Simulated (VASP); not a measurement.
# Mn (Im-3m) in VASP: single point with PBE

Aim: the single point of Mn with PBE.

All numbers are computed with VASP 6.6.1; they aren't measurements. Logs are shortened: lines on timing, memory, paths and dates and some standing lists are left out, and cuts for length are marked.

### 1 The cell of the first run

The structure is cubic, space group Im-3m (No. 229). The conventional cell has a = 2.800 Å, b = 2.800 Å, c = 2.800 Å, α = 90.00°, β = 90.00°, γ = 90.00°. Within 3.2 Å of Mn (site symmetry m-3m) lie 14 Mn at 2.42 to 2.80 Å.

### 2 Single point, PBE, collinear spin, antiferromagnetic start

Contents of INCAR:

```
SYSTEM = Mn
PREC = Accurate ; ENCUT = 500
EDIFF = 1E-6 ; ISMEAR = 0
SIGMA = 0.1 ; LREAL = .FALSE.
LASPH = .TRUE. ; NELM = 200
ALGO = Normal ; ISIF = 2
LWAVE = .FALSE. ; LCHARG = .FALSE.
ISPIN = 2 ; MAGMOM = 2.4 -2.4
LORBIT = 11 ; LMAXMIX = 4
GGA = PE ; NBANDS = 24
GGA_COMPAT = .FALSE.
```

Contents of KPOINTS:

```
regular mesh
0
G
  4 4 4
  0 0 0
```

Contents of POSCAR:

```
Mn
1.0
    2.8000000000      0.0000000000      0.0000000000
    0.0000000000      2.8000000000      0.0000000000
    0.0000000000      0.0000000000      2.8000000000
Mn
2
Direct
    0.0000000000      0.0000000000      0.0000000000
    0.5000000000      0.5000000000      0.5000000000
```

Potentials or basis: VASP PAW PBE potentials, release 64 (Mn_pv).

Started as:

```
cat potpaw_PBE.64/Mn_pv/POTCAR > POTCAR
mpirun -np 1 vasp_std > vasp.out
```

OUTCAR:

```text
SYSTEM = Mn
   PREC = Accurate
   ENCUT = 500
   EDIFF = 1E-6
   ISMEAR = 0
   LREAL = .FALSE.
   LASPH = .TRUE.
   NELM = 200
   ISIF = 2
   ISPIN = 2
   LORBIT = 11
   GGA = PE

 ion  position               nearest neighbor table
   1  0.000  0.000  0.000-   2 2.42   2 2.42   2 2.42   2 2.42   2 2.42   2 2.42   2 2.42   2 2.42

   2  0.500  0.500  0.500-   1 2.42   1 2.42   1 2.42   1 2.42   1 2.42   1 2.42   1 2.42   1 2.42

  LATTYP: Found a simple cubic cell.
 ALAT       =     2.8000000000

  Lattice vectors:

 A1 = (   2.8000000000,   0.0000000000,   0.0000000000)
 A2 = (   0.0000000000,   2.8000000000,   0.0000000000)
 A3 = (   0.0000000000,   0.0000000000,   2.8000000000)

Analysis of symmetry for initial positions (statically):
=====================================================================
 Subroutine PRICEL returns following result:

  LATTYP: Found a body centered cubic cell.
 ALAT       =     2.8000000000

  Lattice vectors:

 A1 = (   1.4000000000,   1.4000000000,  -1.4000000000)
 A2 = (  -1.4000000000,   1.4000000000,   1.4000000000)
 A3 = (   1.4000000000,  -1.4000000000,   1.4000000000)

   2 primitive cells build up your supercell.

 Routine SETGRP: Setting up the symmetry group for a
 simple cubic supercell.

 Subroutine GETGRP returns: Found 48 space group operations
 (whereof 48 operations were pure point group operations)
 out of a pool of 48 trial point group operations.

The static configuration has the point symmetry O_h .

Analysis of symmetry for dynamics (positions and initial velocities):
=====================================================================
 Subroutine PRICEL returns following result:

  LATTYP: Found a body centered cubic cell.
 ALAT       =     2.8000000000

  Lattice vectors:

 A1 = (   1.4000000000,   1.4000000000,  -1.4000000000)
 A2 = (  -1.4000000000,   1.4000000000,   1.4000000000)
 A3 = (   1.4000000000,  -1.4000000000,   1.4000000000)

   2 primitive cells build up your supercell.

 Routine SETGRP: Setting up the symmetry group for a
 simple cubic supercell.

 Subroutine GETGRP returns: Found 48 space group operations
 (whereof 48 operations were pure point group operations)
 out of a pool of 48 trial point group operations.

The dynamic configuration has the point symmetry O_h .

Analysis of structural, dynamic, and magnetic symmetry:
=====================================================================
 Subroutine PRICEL returns following result:

  LATTYP: Found a body centered cubic cell.
 ALAT       =     2.8000000000

  Lattice vectors:

 A1 = (   1.4000000000,   1.4000000000,  -1.4000000000)
 A2 = (  -1.4000000000,   1.4000000000,   1.4000000000)
 A3 = (   1.4000000000,  -1.4000000000,   1.4000000000)

   2 primitive cells build up your supercell.

 Routine SETGRP: Setting up the symmetry group for a
 simple cubic supercell.

 Subroutine GETGRP returns: Found 48 space group operations
 (whereof 48 operations were pure point group operations)
 out of a pool of 48 trial point group operations.

The overall configuration has the point symmetry O_h .

 Subroutine INISYM returns: Found 48 space group operations
 (whereof 48 operations are pure point group operations),
 and found     2 'primitive' translations

----------------------------------------------------------------------------------------

                                     Primitive cell

  volume of cell :      10.9760

  direct lattice vectors                    reciprocal lattice vectors
     1.400000000  1.400000000 -1.400000000     0.357142857  0.357142857  0.000000000
    -1.400000000  1.400000000  1.400000000    -0.000000000  0.357142857  0.357142857
     1.400000000 -1.400000000  1.400000000     0.357142857  0.000000000  0.357142857

  length of vectors
     2.424871131  2.424871131  2.424871131     0.505076272  0.505076272  0.505076272

  position of ions in fractional coordinates (direct lattice)
     0.000000000  0.000000000  0.000000000

  ion indices of the primitive-cell ions
   primitive index   ion index
                 1           1

----------------------------------------------------------------------------------------

 KPOINTS: regular mesh

Automatic generation of k-mesh.
 Grid dimensions read from file:
 generate k-points for:    4    4    4

 Generating k-lattice:

  Cartesian coordinates                     Fractional coordinates (reciprocal lattice)
     0.089285714  0.000000000  0.000000000     0.250000000  0.000000000  0.000000000
     0.000000000  0.089285714  0.000000000     0.000000000  0.250000000  0.000000000
     0.000000000  0.000000000  0.089285714     0.000000000  0.000000000  0.250000000

  Length of vectors
     0.089285714  0.089285714  0.089285714

  Shift w.r.t. Gamma in fractional coordinates (k-lattice)
     0.000000000  0.000000000  0.000000000

 Subroutine IBZKPT returns following result:
 ===========================================

 Found     10 irreducible k-points:

 Following reciprocal coordinates:
            Coordinates               Weight
  0.000000  0.000000  0.000000      1.000000
  0.250000  0.000000  0.000000      6.000000
  0.500000  0.000000  0.000000      3.000000
  0.250000  0.250000  0.000000     12.000000
  0.500000  0.250000  0.000000     12.000000
  0.500000  0.500000  0.000000      3.000000
  0.250000  0.250000  0.250000      8.000000
  0.500000  0.250000  0.250000     12.000000
  0.500000  0.500000  0.250000      6.000000
  0.500000  0.500000  0.500000      1.000000
   k-points           NKPTS =     10   k-points in BZ     NKDIM =     10   number of bands    NBANDS=     24
   number of dos      NEDOS =    301   number of ions     NIONS =      2
   total plane-waves  NPLWV =   8000
   dimension x,y,z NGX =    20 NGY =   20 NGZ =   20
   dimension x,y,z NGXF=    40 NGYF=   40 NGZF=   40
   ions per type =               2
   NGX,Y,Z   is equivalent  to a cutoff of  11.87, 11.87, 11.87 a.u.
   NGXF,Y,Z  is equivalent  to a cutoff of  23.75, 23.75, 23.75 a.u.
 SYSTEM =  Mn
   PREC   = accura    normal or accurate (medium, high low for compatibility)
   ISTART =      0    job   : 0-new  1-cont  2-samecut
   ICHARG =      2    charge: 1-file 2-atom 10-const
   ISPIN  =      2    spin polarized calculation?
   LNONCOLLINEAR =      F non collinear calculations
   LSORBIT =      F    spin-orbit coupling
   LASPH  =      T    aspherical Exc in radial PAW
   ENCUT  =  500.0 eV  36.75 Ry    6.06 a.u.   5.11  5.11  5.11*2*pi/ulx,y,z
   NELM   =    200;   NELMIN=  2; NELMDL= -5     # of ELM steps
   EDIFF  = 0.1E-05   stopping-criterion for ELM
   LREAL  =      F    real-space projection
   EDIFFG = 0.1E-04   stopping-criterion for IOM
   NSW    =      0    number of steps for IOM
   IBRION =     -1    ionic relax: 0-MD 1-quasi-New 2-CG
   NFREE  =      0    steps in history (QN), initial steepest desc. (CG)
   ISIF   =      2    stress and relaxation
   ISYM   =      2    0-nonsym 1-usesym 2-fastsym
   POTIM  = 0.5000    time-step for ionic-motion
   TEBEG  =    0.0;   TEEND  =   0.0 temperature during run
   PSTRESS=    0.0 pullay stress
   NELECT =      26.0000    total number of electrons
   NUPDOWN=      -1.0000    fix difference up-down
   EMIN   =  10.00;   EMAX   =-10.00  energy-range for DOS
   EFERMI =   0.00;   METHOD = LEGACY
   ISMEAR =     0;   SIGMA  =   0.10  broadening in eV -4-tet -1-fermi 0-gaus
   EFERMI_NEDOS =   21; number of points for ismear=-14 and -15
   IALGO  =     38    algorithm
   IMIX   =      4    mixing-type and parameters
     AMIX     =   0.40;   BMIX     =  1.00
     AMIX_MAG =   1.60;   BMIX_MAG =  1.00
  volume/ion in A,a.u.               =      10.98        74.07
  Fermi-wavevector in a.u.,A,eV,Ry     =   1.732106  3.273207 40.820101  3.000193
  Thomas-Fermi vector in A             =   2.806346
   LORBIT       =     11    0 simple, 1 ext, 2 COOP (PROOUT), +10 PAW based schemes
   GGA     = PE    functional components
   LHFCALC =     F    Hartree Fock is set to
   AEXX    =    0.0000 exact exchange contribution
   IVDW    =     0    specifies the selected vdW correction
   LEPSILON=     F    determine dielectric tensor
   LRPA    =     F    only Hartree local field effects (RPA)
 spin polarized calculation
 Gauss-broadening in eV      SIGMA  =   0.10
  energy-cutoff  :      500.00
  volume of cell :       21.95
 maximum number of plane-waves:       587
   NGX = 11   NGY = 11   NGZ = 11

 number of electron      25.9999966 magnetization      -0.0000000

 number of electron      25.9999966 magnetization       0.0000000

 Free energy of the ion-electron system (eV)
  ---------------------------------------------------
  ext. energy  EPLUGINS =         0.00000000
  ---------------------------------------------------
  free energy    TOTEN  =       -17.62855188 eV

  energy without entropy =      -17.60157644  energy(sigma->0) =      -17.61506416

 E-fermi :  10.6629     XC(G=0): -13.8824

 val. band max:       10.6109899673   @ k =   0.2500   0.2500   0.0000
 cond. band min:      10.6666045660   @ k =   0.2500   0.2500   0.0000
 fundamental gap:      0.0556145987
 Fermi energy:        10.6629388980

 spin component 1

 k-point     1 :       0.0000    0.0000    0.0000
  band No.  band energies     occupation
      1     -37.8532      1.00000
      2     -37.8532      1.00000
      3     -37.8532      1.00000
      4     -37.3536      1.00000
      5     -37.3536      1.00000
      6     -37.3536      1.00000
[... 16 lines left out ...]
     23      33.6468      0.00000
     24      34.0841      0.00000

 k-point     2 :       0.2500    0.0000    0.0000
  band No.  band energies     occupation
      1     -37.8429      1.00000
      2     -37.7761      1.00000
      3     -37.7761      1.00000
      4     -37.4915      1.00000
      5     -37.4225      1.00000
      6     -37.4225      1.00000
[... 16 lines left out ...]
     23      31.0961      0.00000
     24      33.6984      0.00000
[... 187 lines left out ...]
     23      26.7487      0.00000
     24      26.7489      0.00000

 k-point    10 :       0.5000    0.5000    0.5000
  band No.  band energies     occupation
      1     -37.7059      1.00000
      2     -37.7059      1.00000
      3     -37.7059      1.00000
      4     -37.7053      1.00000
      5     -37.7053      1.00000
      6     -37.7053      1.00000
[... 16 lines left out ...]
     23      22.7394      0.00000
     24      22.7396      0.00000
 Fermi energy:        10.6629388980

 spin component 2

 k-point     1 :       0.0000    0.0000    0.0000
  band No.  band energies     occupation
      1     -37.8532      1.00000
      2     -37.8532      1.00000
      3     -37.8532      1.00000
      4     -37.3536      1.00000
      5     -37.3536      1.00000
      6     -37.3536      1.00000
[... 16 lines left out ...]
     23      33.6468      0.00000
     24      34.0841      0.00000

 k-point     2 :       0.2500    0.0000    0.0000
  band No.  band energies     occupation
      1     -37.8429      1.00000
      2     -37.7761      1.00000
      3     -37.7761      1.00000
      4     -37.4915      1.00000
      5     -37.4225      1.00000
      6     -37.4225      1.00000
[... 16 lines left out ...]
     23      31.0961      0.00000
     24      33.6984      0.00000
[... 187 lines left out ...]
     23      26.7487      0.00000
     24      26.7489      0.00000

 k-point    10 :       0.5000    0.5000    0.5000
  band No.  band energies     occupation
      1     -37.7059      1.00000
      2     -37.7059      1.00000
      3     -37.7059      1.00000
      4     -37.7053      1.00000
      5     -37.7053      1.00000
      6     -37.7053      1.00000
[... 16 lines left out ...]
     23      22.7394      0.00000
     24      22.7396      0.00000

------------------------ aborting loop because EDIFF is reached ----------------------------------------

  FORCE on cell =-STRESS in cart. coord.  units (eV):
  Direction    XX          YY          ZZ          XY          YZ          ZX
  --------------------------------------------------------------------------------------
  -------------------------------------------------------------------------------------
  Total       -0.7122189     -0.7122189     -0.7122189     -0.0000000     -0.0000000      0.0000000
  in kB      -51.9816437    -51.9816437    -51.9816437     -0.0000000     -0.0000000      0.0000000
  external PRESSURE =     -51.9816437 kB  Pullay stress =       0.0000000 kB

 VOLUME and BASIS-vectors are now :
 -----------------------------------------------------------------------------
  energy-cutoff  :      500.00
  volume of cell :       21.95
      direct lattice vectors                 reciprocal lattice vectors
     2.800000000  0.000000000  0.000000000     0.357142857  0.000000000  0.000000000
     0.000000000  2.800000000  0.000000000     0.000000000  0.357142857  0.000000000
     0.000000000  0.000000000  2.800000000     0.000000000  0.000000000  0.357142857

 POSITION                                       TOTAL-FORCE (eV/Angst)
 -----------------------------------------------------------------------------------
      0.00000      0.00000      0.00000         0.000000      0.000000      0.000000
      1.40000      1.40000      1.40000        -0.000000     -0.000000     -0.000000
 -----------------------------------------------------------------------------------
    total drift:                               -0.000000      0.000000      0.000000

  FREE ENERGIE OF THE ION-ELECTRON SYSTEM (eV)
  ---------------------------------------------------
  free  energy   TOTEN  =       -17.6285518807 eV

  energy  without entropy=      -17.6015764352  energy(sigma->0) =      -17.61506416

 total charge

# of ion       s       p       d       tot
------------------------------------------
    1        0.410   6.375   5.159  11.943
    2        0.410   6.375   5.159  11.943
--------------------------------------------------
tot          0.820  12.749  10.317  23.886

 magnetization (x)

# of ion       s       p       d       tot
------------------------------------------
    1        0.000   0.000   0.001   0.001
    2       -0.000  -0.000  -0.001  -0.001
--------------------------------------------------
tot          0.000   0.000   0.000   0.000
```

It took 26 s on 1 thread of Intel Xeon 8259CL, shared host; peak memory 0.13 GiB.

What came out:

```yaml
Free_energy: -17.6286 eV
Pressure: -5.2 GPa
Band_gap_on_the_k_mesh: zero (filled and empty bands overlap)
Net_moment: 0.00 μB per cell
Valence_electrons_inside_the_program's_atomic_spheres: Mn 11.94
```

Caveat: the k points lie up to 0.56 Å⁻¹ apart; the starting moments collapsed, and a magnetic state may lie lower.
